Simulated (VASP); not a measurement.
**Rh: single point with PBE**

Rh:

```xyz
2
Lattice="2.7254 0.0000 0.0000 -1.3627 2.3603 0.0000 0.0000 0.0000 4.3924" Properties=species:S:1:pos:R:3 pbc="T T T"
Rh    0.0000    1.5735    1.0981
Rh    1.3627    0.7868    3.2943
```

| Quantity | Value |
| --- | --- |
| Program | VASP 6.6.1 |
| Task | single point |
| Functional | PBE |
| Potentials or basis | VASP PAW PBE potentials, release 64 (Rh_pv) |
| Cutoff | 520 eV |
| k mesh | 22 × 22 × 12 |
| Occupations | fermi-dirac, width 0.1 eV |
| Spin | no spin polarisation |
| Dipole correction | no |
| Further INCAR settings | ALGO = Normal; EDIFF = 1e-06; NBANDS = 22 |

```yaml
Pressure: 0.0 GPa
Band_gap_on_the_k_mesh: zero (band 15 reaches 12.12 eV, above the bottom of band 16 at 9.84 eV)
```

Stress tensor (GPa, compression positive):
```
-0.06  0.00  0.00
 0.00 -0.06  0.00
 0.00  0.00  0.06
```

Levels at points of the mesh, in eV from the Fermi level:
| k point | band 11 | band 12 | band 13 | band 14 | band 15 | band 16 | band 17 | band 18 | band 19 | band 20 |
| --- | --- | --- | --- | --- | --- | --- | --- | --- | --- | --- |
| (0.00, 0.00, 0.00) | -2.90 | -2.40 | -2.40 | -1.85 | -1.85 | 0.14 | 0.14 | 0.80 | 8.42 | 15.86 |
| (0.50, 0.00, 0.00) | -2.58 | -2.13 | -2.08 | 0.39 | 0.62 | 0.69 | 2.95 | 5.00 | 10.17 | 10.65 |
| (0.00, 0.00, 0.50) | -3.02 | -3.02 | -3.02 | -3.02 | -0.41 | -0.41 | -0.41 | -0.41 | 14.77 | 14.77 |
| (0.50, 0.00, 0.50) | -1.61 | -1.61 | -0.28 | -0.28 | 0.57 | 0.57 | 2.64 | 2.64 | 9.08 | 9.08 |

Wall time 69 s on 1 thread of AMD EPYC 9R45 96-Core Processor (Zen 5), on a shared host, peak memory 0.25 GiB.
